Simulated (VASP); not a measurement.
# AlN (Pmn2_1) in VASP: a series of runs, part 2 of 2

VASP 6.6.1. Earlier steps stand in the parts before.

## Step 3: Single point, r2SCAN (the distance across one plane changed)

File POSCAR:

```
AlN
1.0
    4.3698012523      0.0000000000      0.0000000000
    0.0000000000      2.1849006262     -2.1849006262
    0.0000000000      6.7314785738      6.7314785738
Al N
6 6
Direct
    0.0000000000      0.0000000000      0.2434184714
    0.5000000000      0.5000000000      0.4057082716
    0.0000000000      0.0000000000      0.5679980719
    0.5000000000      0.5000000000      0.7302878721
    0.0000000000      0.0000000000      0.8925776724
    0.5000000000      0.5000000000      0.0811286711
    0.7500000000      0.0000000000      0.4057082716
    0.2500000000      0.5000000000      0.5679980719
    0.7500000000      0.0000000000      0.7302878721
    0.2500000000      0.5000000000      0.8925776724
    0.7500000000      0.0000000000      0.0811286711
    0.2500000000      0.5000000000      0.2434184714
```

File INCAR.step1:

```
PREC = Accurate ; ENCUT = 520
ISMEAR = 0 ; SIGMA = 0.05
LREAL = F ; LASPH = T
NELM = 60 ; NBANDS = 36
GGA = PE ; ALGO = Normal
EDIFF = 1E-4 ; LWAVE = T
LCHARG = F
```

File INCAR.step2:

```
PREC = Accurate ; ENCUT = 520
EDIFF = 1E-6 ; ISMEAR = 0
SIGMA = 0.05 ; LREAL = F
LASPH = T ; NELM = 60
ALGO = Normal ; ISIF = 2
LWAVE = F ; LCHARG = F
METAGGA = R2SCAN ; LMIXTAU = T
NBANDS = 36 ; ISTART = 1
```

File KPOINTS:

```
regular mesh
0
Gamma
  5 7 3
```

Potentials or basis: VASP PAW PBE potentials, release 64 (Al, N).

Command:

```sh
cat potpaw_PBE.64/Al/POTCAR potpaw_PBE.64/N/POTCAR > POTCAR
cp INCAR.step1 INCAR
mpirun -np 1 vasp_std > vasp.out
cp INCAR.step2 INCAR
mpirun -np 1 vasp_std > vasp.out
```

OUTCAR:

```text
PREC = Accurate
   ENCUT = 520
   EDIFF = 1E-6
   ISMEAR = 0
   LREAL = F
   LASPH = T
   NELM = 60
   ISIF = 2
   METAGGA = R2SCAN
   ISTART = 1

 ion  position               nearest neighbor table
   1  0.000  0.000  0.243-   7 1.89  12 1.89  12 1.89  11 1.89   2 3.09   2 3.09   2 3.09   2 3.09
                             3 3.09   6 3.09   6 3.09   6 3.09   6 3.09   5 3.34
   2  0.500  0.500  0.406-  12 1.89   7 1.89   7 1.89   8 1.89   1 3.09   1 3.09   1 3.09   1 3.09
                             6 3.09   4 3.09   3 3.09   3 3.09   3 3.09   3 3.09
   3  0.000  0.000  0.568-   9 1.89   8 1.89   8 1.89   7 1.89   4 3.09   4 3.09   4 3.09   4 3.09
                             5 3.09   1 3.09   2 3.09   2 3.09   2 3.09   2 3.09
   4  0.500  0.500  0.730-   8 1.89   9 1.89   9 1.89  10 1.89   3 3.09   3 3.09   3 3.09   3 3.09
                             2 3.09   5 3.09   5 3.09   5 3.09   5 3.09   6 3.34
   5  0.000  0.000  0.893-  10 1.89  10 1.89   9 1.89  11 2.10   3 3.09   4 3.09   4 3.09   4 3.09
                             4 3.09   6 3.22   6 3.22   6 3.22   6 3.22   1 3.34
   6  0.500  0.500  0.081-  11 1.89  11 1.89  12 1.89  10 2.10   2 3.09   1 3.09   1 3.09   1 3.09
                             1 3.09   5 3.22   5 3.22   5 3.22   5 3.22   4 3.34
   7  0.750  0.000  0.406-   1 1.89   2 1.89   2 1.89   3 1.89
   8  0.250  0.500  0.568-   4 1.89   3 1.89   3 1.89   2 1.89
   9  0.750  0.000  0.730-   3 1.89   4 1.89   4 1.89   5 1.89
  10  0.250  0.500  0.893-   5 1.89   5 1.89   4 1.89   6 2.10
  11  0.750  0.000  0.081-   6 1.89   6 1.89   1 1.89   5 2.10
  12  0.250  0.500  0.243-   2 1.89   1 1.89   1 1.89   6 1.89

  LATTYP: Found a simple orthorhombic cell.
 ALAT       =     3.0899160980
 B/A-ratio  =     1.4142135623
 C/A-ratio  =     3.0809083457

  Lattice vectors:

 A1 = (   0.0000000000,  -2.1849006262,   2.1849006262)
 A2 = (   4.3698012523,   0.0000000000,   0.0000000000)
 A3 = (   0.0000000000,   6.7314785738,   6.7314785738)

Analysis of symmetry for initial positions (statically):
[... 177 lines left out ...]
 non-spin polarized calculation
 Gauss-broadening in eV      SIGMA  =   0.05
  energy-cutoff  :      520.00
  volume of cell :      128.54
 maximum number of plane-waves:      3478
   NGX = 17   NGY = 11   NGZ = 35

 number of electron      48.0000009 magnetization

 Free energy of the ion-electron system (eV)
  ---------------------------------------------------
  ext. energy  EPLUGINS =         0.00000000
  ---------------------------------------------------
  free energy    TOTEN  =      -114.61819043 eV

  energy without entropy =     -114.61819043  energy(sigma->0) =     -114.61819043

 E-fermi :   5.7548     XC(G=0): -11.2884

 val. band max:        5.5377925497   @ k =   0.0000   0.0000   0.3333
 cond. band min:       9.2829857281   @ k =   0.0000   0.0000   0.0000
 fundamental gap:      3.7451931784
 Fermi energy:         5.7547581725

 k-point     1 :       0.0000    0.0000    0.0000
  band No.  band energies     occupation
      1     -10.2249      2.00000
      2      -9.3845      2.00000
      3      -9.0586      2.00000
      4      -7.8288      2.00000
      5      -7.8058      2.00000
      6      -7.5245      2.00000
[... 925 lines left out ...]
     35      16.7911      0.00000
     36      17.0436      0.00000

------------------------ aborting loop because EDIFF is reached ----------------------------------------

  FORCE on cell =-STRESS in cart. coord.  units (eV):
  Direction    XX          YY          ZZ          XY          YZ          ZX
  --------------------------------------------------------------------------------------
  -------------------------------------------------------------------------------------
  Total       -2.5216085     -4.0341018     -4.0341018      0.0000000     -3.5975447      0.0000000
  in kB      -31.4307255    -50.2832798    -50.2832798      0.0000000    -44.8417900      0.0000000
  external PRESSURE =     -43.9990950 kB  Pullay stress =       0.0000000 kB

 VOLUME and BASIS-vectors are now :
 -----------------------------------------------------------------------------
  energy-cutoff  :      520.00
  volume of cell :      128.54
      direct lattice vectors                 reciprocal lattice vectors
     4.369801252  0.000000000  0.000000000     0.228843360  0.000000000  0.000000000
     0.000000000  2.184900626 -2.184900626     0.000000000  0.228843360 -0.228843360
     0.000000000  6.731478574  6.731478574     0.000000000  0.074277886  0.074277886

 POSITION                                       TOTAL-FORCE (eV/Angst)
 -----------------------------------------------------------------------------------
      0.00000      1.63857      1.63857        -0.060709     -0.244579     -0.244579
      2.18490      3.82347      1.63857         0.040232     -0.011018     -0.011018
      0.00000      3.82347      3.82347         0.040232      0.011018      0.011018
      2.18490      6.00837      3.82347        -0.060709      0.244579      0.244579
      0.00000      6.00837      6.00837        -0.098797      0.883807      0.883807
      2.18490      1.63857     -0.54633        -0.098797     -0.883807     -0.883807
      3.27735      2.73102      2.73102        -0.006187      0.034985      0.034985
      1.09245      4.91592      2.73102        -0.006187     -0.034985     -0.034985
      3.27735      4.91592      4.91592        -0.050441      0.137302      0.137302
      1.09245      7.10082      4.91592         0.175903      0.920054      0.920054
      3.27735      0.54612      0.54612         0.175903     -0.920054     -0.920054
      1.09245      2.73102      0.54612        -0.050441     -0.137302     -0.137302
 -----------------------------------------------------------------------------------
    total drift:                                0.002314     -0.000099     -0.000099

  FREE ENERGIE OF THE ION-ELECTRON SYSTEM (eV)
  ---------------------------------------------------
  free  energy   TOTEN  =      -114.6181904251 eV

  energy  without entropy=     -114.6181904251  energy(sigma->0) =     -114.61819043
```

OUTCAR.step1:

```text
PREC = Accurate
   ENCUT = 520
   ISMEAR = 0
   LREAL = F
[... 1203 lines left out ...]
      3.27735      4.91592      4.91592        -0.051713      0.131494      0.131494
      1.09245      7.10082      4.91592         0.223415      0.916176      0.916176
      3.27735      0.54612      0.54612         0.223415     -0.916176     -0.916176
      1.09245      2.73102      0.54612        -0.051713     -0.131494     -0.131494
 -----------------------------------------------------------------------------------
    total drift:                                0.008534      0.000007      0.000007

  FREE ENERGIE OF THE ION-ELECTRON SYSTEM (eV)
  ---------------------------------------------------
  free  energy   TOTEN  =       -88.6906044305 eV

  energy  without entropy=      -88.6906044305  energy(sigma->0) =      -88.69060443
```

It took 2.4 min on 1 thread of Intel Xeon 6975P-C (Granite Rapids), shared host; peak memory 0.27 GiB.

What came out:

* Free energy: -114.6182 eV
* Pressure: -4.4 GPa
* Largest force: 1.313 eV/Å
* Band gap on the k mesh: 3.75 eV

Forces on the atoms (eV/Å):
```
Al  -0.061 -0.245 -0.245
Al   0.040 -0.011 -0.011
Al   0.040  0.011  0.011
Al  -0.061  0.245  0.245
Al  -0.099  0.884  0.884
Al  -0.099 -0.884 -0.884
N   -0.006  0.035  0.035
N   -0.006 -0.035 -0.035
N   -0.050  0.137  0.137
N    0.176  0.920  0.920
N    0.176 -0.920 -0.920
N   -0.050 -0.137 -0.137
```

Levels at points of the mesh, in eV from the valence-band top:
```
           k point  band 22  band 23  band 24  band 25  band 26  band 27
(0.00, 0.00, 0.00)    -0.15    -0.08    -0.01     3.75     4.48     6.53
```

Caveat: the cell differs from its parent crystal (the distance across one plane changed); the cell stands under tension; the PAW data sets were made with another functional, which shifts forces and pressure a little. A k mesh can miss the band edges.
